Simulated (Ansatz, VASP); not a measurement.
One calculation of Lu2NF3, two programs

```xyz
6
Lattice="3.6377 0.0000 0.0000 -1.8188 3.1503 0.0000 0.0000 0.0000 6.4520" Properties=species:S:1:pos:R:3 pbc="T T T"
Lu    0.0000    2.1002    1.3768
Lu    1.8188    1.0501    5.0752
N     0.0000    0.0000    0.0000
F     0.0000    2.1002    4.4700
F     1.8188    1.0501    1.9820
F     0.0000    0.0000    3.2260
```

Change from the starting cell: species swapped into the Li3PrBi2 type (P-3m1, No. 164).

Alike in both runs: task relaxation of cell and atoms; functional PBE; k mesh 6 × 6 × 4; occupations gaussian, width 0.02 eV; no spin polarisation.

```csv
,VASP,Ansatz
version,VASP 6.6.1,Ansatz 0.2.0
potentials or method,"VASP PAW PBE potentials, release 64 (Lu, N, F), cutoff 600 eV","scalar-relativistic, plane waves, PAW"
valence electrons in the cell,76,76
```

|  | VASP | Ansatz | Ansatz less VASP |
| --- | --- | --- | --- |
| gap on the k mesh at the Fermi level, each at its own relaxed structure (eV) | 3.12 | 3.14 | +0.018 |
| relaxed volume (Å³/atom) | 12.28 | 12.32 | +0.045 |
| relaxed cell length with the largest relative difference (Å) | 6.382 | 6.452 | +0.0703 |

Spin-orbit coupling is off throughout.
